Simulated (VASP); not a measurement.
# BaH2 (P6_3/mmc) in VASP: a series of runs

The runs below take BaH2 through single point, relaxation of shape and atoms at fixed volume, with PBEsol.

All numbers are computed with VASP 6.6.1; they aren't measurements. Logs are shortened: lines on timing, memory, paths and dates and some standing lists are left out, and cuts for length are marked.

### 1 The cell of the first run

It takes space group P6_3/mmc (No. 194, hexagonal). Conventional cell: a = 4.478 Å, b = 4.478 Å, c = 6.112 Å, α = 90.00°, β = 90.00°, γ = 120.00°. Ba (site symmetry -6m2) has 11 H at 2.59 to 3.06 Å within 3.4 Å. H (site symmetry -6m2) has 5 Ba at 2.59 to 3.06 Å and 6 H at 3.00 Å within 3.4 Å. H (site symmetry -3m) has 6 Ba at 3.00 Å and 8 H at 3.00 to 3.06 Å within 4.0 Å.

### 2 Single point, PBEsol (17.69 Å³/atom)

Input file INCAR:

```
SYSTEM = BaH2
PREC = Accurate
ENCUT = 520
EDIFF = 1E-6
ISMEAR = 0
SIGMA = 0.02
LREAL = .False.
LASPH = .True.
NELM = 60
ALGO = Normal
ISIF = 2
LWAVE = .False.
LCHARG = .False.
GGA = PS
NBANDS = 21
```

Input file KPOINTS:

```
regular mesh
0
Gamma
  9 9 6
  0 0 0
```

Input file POSCAR:

```
BaH2
1.0
    4.4778438817      0.0000000000      0.0000000000
   -2.2389219409      3.8779265557      0.0000000000
    0.0000000000      0.0000000000      6.1122600461
Ba H
2 4
Direct
    0.6666666667      0.3333333333      0.7500000000
    0.3333333333      0.6666666667      0.2500000000
    0.3333333333      0.6666666667      0.7500000000
    0.6666666667      0.3333333333      0.2500000000
    0.0000000000      0.0000000000      0.5000000000
    0.0000000000      0.0000000000      0.0000000000
```

Potentials or basis: VASP PAW PBE potentials, release 64 (Ba_sv, H).

Started as:

```sh
$ cat potpaw_PBE.64/Ba_sv/POTCAR potpaw_PBE.64/H/POTCAR > POTCAR
$ mpirun -np 1 vasp_std > vasp.out
```

OUTCAR:

```text
SYSTEM = BaH2
   PREC = Accurate
   ENCUT = 520
   EDIFF = 1E-6
   ISMEAR = 0
   LREAL = .False.
   LASPH = .True.
   NELM = 60
   ISIF = 2
   GGA = PS

 ion  position               nearest neighbor table
   1  0.667  0.333  0.750-   3 2.59   3 2.59   3 2.59   2 4.00   2 4.00   2 4.00   2 4.00   2 4.00
                             2 4.00
   2  0.333  0.667  0.250-   4 2.59   4 2.59   4 2.59   1 4.00   1 4.00   1 4.00   1 4.00   1 4.00
                             1 4.00
   3  0.333  0.667  0.750-   1 2.59   1 2.59   1 2.59
   4  0.667  0.333  0.250-   2 2.59   2 2.59   2 2.59
   5  0.000  0.000  0.500-
   6  0.000  0.000  0.000-

  LATTYP: Found a hexagonal cell.
 ALAT       =     4.4778438817
 C/A-ratio  =     1.3650007029

  Lattice vectors:

 A1 = (   4.4778438817,   0.0000000000,   0.0000000000)
 A2 = (  -2.2389219409,   3.8779265557,   0.0000000000)
 A3 = (   0.0000000000,   0.0000000000,   6.1122600461)

Analysis of symmetry for initial positions (statically):
=====================================================================
 Subroutine PRICEL returns:
 Original cell was already a primitive cell.

 Routine SETGRP: Setting up the symmetry group for a
 hexagonal supercell.

 Subroutine GETGRP returns: Found 24 space group operations
 (whereof 12 operations were pure point group operations)
 out of a pool of 24 trial point group operations.

The static configuration has the point symmetry D_3d.
 The point group associated with its full space group is D_6h.

Analysis of symmetry for dynamics (positions and initial velocities):
=====================================================================
 Subroutine PRICEL returns:
 Original cell was already a primitive cell.

 Routine SETGRP: Setting up the symmetry group for a
 hexagonal supercell.

 Subroutine GETGRP returns: Found 24 space group operations
 (whereof 12 operations were pure point group operations)
 out of a pool of 24 trial point group operations.

The dynamic configuration has the point symmetry D_3d.
 The point group associated with its full space group is D_6h.

 Subroutine INISYM returns: Found 24 space group operations
 (whereof 12 operations are pure point group operations),
 and found     1 'primitive' translations

----------------------------------------------------------------------------------------

                                     Primitive cell

  volume of cell :     106.1379

  direct lattice vectors                    reciprocal lattice vectors
     4.477843882  0.000000000  0.000000000     0.223321765  0.128934881  0.000000000
    -2.238921941  3.877926556  0.000000000     0.000000000  0.257869763  0.000000000
     0.000000000  0.000000000  6.112260046     0.000000000  0.000000000  0.163605605

  length of vectors
     4.477843882  4.477843882  6.112260046     0.257869763  0.257869763  0.163605605

  position of ions in fractional coordinates (direct lattice)
     0.666666667  0.333333333  0.750000000
     0.333333333  0.666666667  0.250000000
     0.333333333  0.666666667  0.750000000
     0.666666667  0.333333333  0.250000000
     0.000000000  0.000000000  0.500000000
     0.000000000  0.000000000  0.000000000

  ion indices of the primitive-cell ions
   primitive index   ion index
                 1           1
                 2           2
                 3           3
                 4           4
                 5           5
                 6           6

----------------------------------------------------------------------------------------

 KPOINTS: regular mesh

Automatic generation of k-mesh.
 Grid dimensions read from file:
 generate k-points for:    9    9    6

 Generating k-lattice:

  Cartesian coordinates                     Fractional coordinates (reciprocal lattice)
     0.024813529  0.014326098  0.000000000     0.111111111  0.000000000  0.000000000
     0.000000000  0.028652196  0.000000000     0.000000000  0.111111111  0.000000000
     0.000000000  0.000000000  0.027267601     0.000000000  0.000000000  0.166666667

  Length of vectors
     0.028652196  0.028652196  0.027267601

  Shift w.r.t. Gamma in fractional coordinates (k-lattice)
     0.000000000  0.000000000  0.000000000

 Subroutine IBZKPT returns following result:
 ===========================================

 Found     48 irreducible k-points:

 Following reciprocal coordinates:
            Coordinates               Weight
  0.000000  0.000000  0.000000      1.000000
  0.111111  0.000000  0.000000      6.000000
  0.222222  0.000000  0.000000      6.000000
  0.333333 -0.000000  0.000000      6.000000
  0.444444  0.000000  0.000000      6.000000
  0.111111  0.111111  0.000000      6.000000
[... 16 lines left out ...]
  0.333333  0.222222  0.166667     24.000000
  0.333333  0.333333  0.166667      4.000000
 [... further k-points ...]
   k-points           NKPTS =     48   k-points in BZ     NKDIM =     48   number of bands    NBANDS=     21
   number of dos      NEDOS =    301   number of ions     NIONS =      6
   total plane-waves  NPLWV =  62208
   dimension x,y,z NGX =    36 NGY =   36 NGZ =   48
   dimension x,y,z NGXF=    72 NGYF=   72 NGZF=   96
   ions per type =               2   4
   NGX,Y,Z   is equivalent  to a cutoff of  13.37, 13.37, 13.06 a.u.
   NGXF,Y,Z  is equivalent  to a cutoff of  26.73, 26.73, 26.11 a.u.
 SYSTEM =  BaH2
   PREC   = accura    normal or accurate (medium, high low for compatibility)
   ISTART =      0    job   : 0-new  1-cont  2-samecut
   ICHARG =      2    charge: 1-file 2-atom 10-const
   ISPIN  =      1    spin polarized calculation?
   LNONCOLLINEAR =      F non collinear calculations
   LSORBIT =      F    spin-orbit coupling
   LASPH  =      T    aspherical Exc in radial PAW
   ENCUT  =  520.0 eV  38.22 Ry    6.18 a.u.   8.33  8.33 11.36*2*pi/ulx,y,z
   NELM   =     60;   NELMIN=  2; NELMDL= -5     # of ELM steps
   EDIFF  = 0.1E-05   stopping-criterion for ELM
   LREAL  =      F    real-space projection
   EDIFFG = 0.1E-04   stopping-criterion for IOM
   NSW    =      0    number of steps for IOM
   IBRION =     -1    ionic relax: 0-MD 1-quasi-New 2-CG
   NFREE  =      0    steps in history (QN), initial steepest desc. (CG)
   ISIF   =      2    stress and relaxation
   ISYM   =      2    0-nonsym 1-usesym 2-fastsym
   POTIM  = 0.5000    time-step for ionic-motion
   TEBEG  =    0.0;   TEEND  =   0.0 temperature during run
   PSTRESS=    0.0 pullay stress
   NELECT =      24.0000    total number of electrons
   NUPDOWN=      -1.0000    fix difference up-down
   EMIN   =  10.00;   EMAX   =-10.00  energy-range for DOS
   EFERMI =   0.00;   METHOD = LEGACY
   ISMEAR =     0;   SIGMA  =   0.02  broadening in eV -4-tet -1-fermi 0-gaus
   EFERMI_NEDOS =   21; number of points for ismear=-14 and -15
   IALGO  =     38    algorithm
   IMIX   =      4    mixing-type and parameters
     AMIX     =   0.40;   BMIX     =  1.00
     AMIX_MAG =   1.60;   BMIX_MAG =  1.00
  volume/ion in A,a.u.               =      17.69       119.38
  Fermi-wavevector in a.u.,A,eV,Ry     =   0.997367  1.884751 13.534280  0.994742
  Thomas-Fermi vector in A             =   2.129519
   LORBIT       =      0    0 simple, 1 ext, 2 COOP (PROOUT), +10 PAW based schemes
   GGA     = PS    functional components
   LHFCALC =     F    Hartree Fock is set to
   AEXX    =    0.0000 exact exchange contribution
   IVDW    =     0    specifies the selected vdW correction
   LEPSILON=     F    determine dielectric tensor
   LRPA    =     F    only Hartree local field effects (RPA)
 non-spin polarized calculation
 Gauss-broadening in eV      SIGMA  =   0.02
  energy-cutoff  :      520.00
  volume of cell :      106.14
 maximum number of plane-waves:      2880
 NGX is ok and might be reduce to    36
   NGX = 17   NGY = 17   NGZ = 23

 number of electron      23.9999999 magnetization

 Free energy of the ion-electron system (eV)
  ---------------------------------------------------
  ext. energy  EPLUGINS =         0.00000000
  ---------------------------------------------------
  free energy    TOTEN  =       -20.41418685 eV

  energy without entropy =      -20.41418685  energy(sigma->0) =      -20.41418685

 E-fermi :   1.1590     XC(G=0):  -8.7750

 val. band max:        1.0250470363   @ k =   0.0000   0.0000   0.0000
 cond. band min:       2.4309093294   @ k =   0.3333   0.3333   0.5000
 fundamental gap:      1.4058622931
 Fermi energy:         1.1589942510

 k-point     1 :       0.0000    0.0000    0.0000
  band No.  band energies     occupation
      1     -26.1423      2.00000
      2     -25.9797      2.00000
      3     -11.9604      2.00000
      4     -11.1546      2.00000
      5     -11.1546      2.00000
      6     -10.9212      2.00000
[... 13 lines left out ...]
     20       6.6185      0.00000
     21       6.6219      0.00000

 k-point     2 :       0.1111    0.0000    0.0000
  band No.  band energies     occupation
      1     -26.1344      2.00000
      2     -25.9805      2.00000
      3     -11.9274      2.00000
      4     -11.2115      2.00000
      5     -11.1765      2.00000
      6     -10.9894      2.00000
[... 13 lines left out ...]
     20       6.9509      0.00000
     21       7.1642      0.00000

 k-point     3 :       0.2222    0.0000    0.0000
  band No.  band energies     occupation
      1     -26.1130      2.00000
      2     -25.9836      2.00000
      3     -11.8346      2.00000
      4     -11.3602      2.00000
      5     -11.2277      2.00000
      6     -11.1427      2.00000
[... 13 lines left out ...]
     20       7.5875      0.00000
     21       7.6016      0.00000

 k-point     4 :       0.3333   -0.0000    0.0000
  band No.  band energies     occupation
      1     -26.0847      2.00000
      2     -25.9910      2.00000
      3     -11.7030      2.00000
      4     -11.5341      2.00000
      5     -11.2900      2.00000
      6     -11.2807      2.00000
[... 13 lines left out ...]
     20       7.7370      0.00000
     21       8.1797      0.00000

 k-point     5 :       0.4444    0.0000    0.0000
  band No.  band energies     occupation
      1     -26.0608      2.00000
      2     -26.0012      2.00000
      3     -11.6471      2.00000
      4     -11.5799      2.00000
      5     -11.3758      2.00000
      6     -11.3132      2.00000
[... 13 lines left out ...]
     20       7.5715      0.00000
     21       8.0769      0.00000

 k-point     6 :       0.1111    0.1111    0.0000
  band No.  band energies     occupation
      1     -26.1197      2.00000
      2     -25.9824      2.00000
      3     -11.8643      2.00000
      4     -11.2913      2.00000
      5     -11.2488      2.00000
      6     -11.0778      2.00000
[... 13 lines left out ...]
     20       7.3635      0.00000
     21       7.6966      0.00000

 k-point     7 :       0.2222    0.1111    0.0000
  band No.  band energies     occupation
      1     -26.0946      2.00000
      2     -25.9879      2.00000
      3     -11.7509      2.00000
      4     -11.4399      2.00000
      5     -11.3418      2.00000
      6     -11.1860      2.00000
[... 13 lines left out ...]
     20       7.2424      0.00000
     21       7.9077      0.00000
[... 291 lines left out ...]
      1     -26.0626      2.00000
      2     -26.0026      2.00000
      3     -11.7487      2.00000
      4     -11.5320      2.00000
      5     -11.3783      2.00000
      6     -11.2925      2.00000
[... 13 lines left out ...]
     20       7.6963      0.00000
     21       8.1546      0.00000

 k-point    21 :       0.4444    0.1111    0.1667
  band No.  band energies     occupation
      1     -26.0494      2.00000
      2     -26.0088      2.00000
      3     -11.7605      2.00000
      4     -11.5434      2.00000
      5     -11.4172      2.00000
      6     -11.2846      2.00000
[... 13 lines left out ...]
     20       7.5755      0.00000
     21       7.6168      0.00000

 k-point    22 :       0.2222    0.2222    0.1667
  band No.  band energies     occupation
      1     -26.0648      2.00000
      2     -26.0017      2.00000
      3     -11.7200      2.00000
      4     -11.5446      2.00000
      5     -11.3416      2.00000
      6     -11.3181      2.00000
[... 13 lines left out ...]
     20       7.5775      0.00000
     21       8.1507      0.00000

 k-point    23 :       0.3333    0.2222    0.1667
  band No.  band energies     occupation
      1     -26.0439      2.00000
      2     -26.0120      2.00000
      3     -11.6912      2.00000
      4     -11.5741      2.00000
      5     -11.4579      2.00000
      6     -11.2643      2.00000
[... 13 lines left out ...]
     20       7.1563      0.00000
     21       7.5172      0.00000

 k-point    24 :       0.3333    0.3333    0.1667
  band No.  band energies     occupation
      1     -26.0261      2.00000
      2     -26.0261      2.00000
      3     -11.6026      2.00000
      4     -11.6026      2.00000
      5     -11.5508      2.00000
      6     -11.1866      2.00000
[... 13 lines left out ...]
     20       7.1841      0.00000
     21       7.1841      0.00000

 [... further k-points ...]

------------------------ aborting loop because EDIFF is reached ----------------------------------------

  FORCE on cell =-STRESS in cart. coord.  units (eV):
  Direction    XX          YY          ZZ          XY          YZ          ZX
  --------------------------------------------------------------------------------------
  -------------------------------------------------------------------------------------
  Total       -1.4498648     -1.4498648     -1.4474110      0.0000000      0.0000000     -0.0000000
  in kB      -21.8860678    -21.8860678    -21.8490275      0.0000000      0.0000000     -0.0000000
  external PRESSURE =     -21.8737210 kB  Pullay stress =       0.0000000 kB

 VOLUME and BASIS-vectors are now :
 -----------------------------------------------------------------------------
  energy-cutoff  :      520.00
  volume of cell :      106.14
      direct lattice vectors                 reciprocal lattice vectors
     4.477843882  0.000000000  0.000000000     0.223321765  0.128934881  0.000000000
    -2.238921941  3.877926556  0.000000000     0.000000000  0.257869763  0.000000000
     0.000000000  0.000000000  6.112260046     0.000000000  0.000000000  0.163605605

 POSITION                                       TOTAL-FORCE (eV/Angst)
 -----------------------------------------------------------------------------------
      2.23892      1.29264      4.58420         0.000000     -0.000000     -0.000000
     -0.00000      2.58528      1.52807        -0.000000     -0.000000      0.000000
     -0.00000      2.58528      4.58420         0.000000     -0.000000      0.000000
      2.23892      1.29264      1.52807        -0.000000      0.000000      0.000000
      0.00000      0.00000      3.05613         0.000000     -0.000000      0.000000
      0.00000      0.00000      0.00000         0.000000     -0.000000      0.000000
 -----------------------------------------------------------------------------------
    total drift:                               -0.000000      0.000000     -0.000000

  FREE ENERGIE OF THE ION-ELECTRON SYSTEM (eV)
  ---------------------------------------------------
  free  energy   TOTEN  =       -20.4141868474 eV

  energy  without entropy=      -20.4141868474  energy(sigma->0) =      -20.41418685
```

Run time: 96 s. Hardware: 1 thread of AMD EPYC 7R13, shared host; peak memory 0.29 GiB.

What came out:

* Free energy: -20.4142 eV
* Pressure: -2.2 GPa
* Band gap on the k mesh: 1.41 eV (least direct gap 2.54 eV)

Caveat: the PAW data sets were made with another functional, which shifts forces and pressure a little; spin-orbit coupling is left out, which moves the levels of the heavy elements. A k mesh can miss the band edges.

(Part 1 of 2 ends here.)
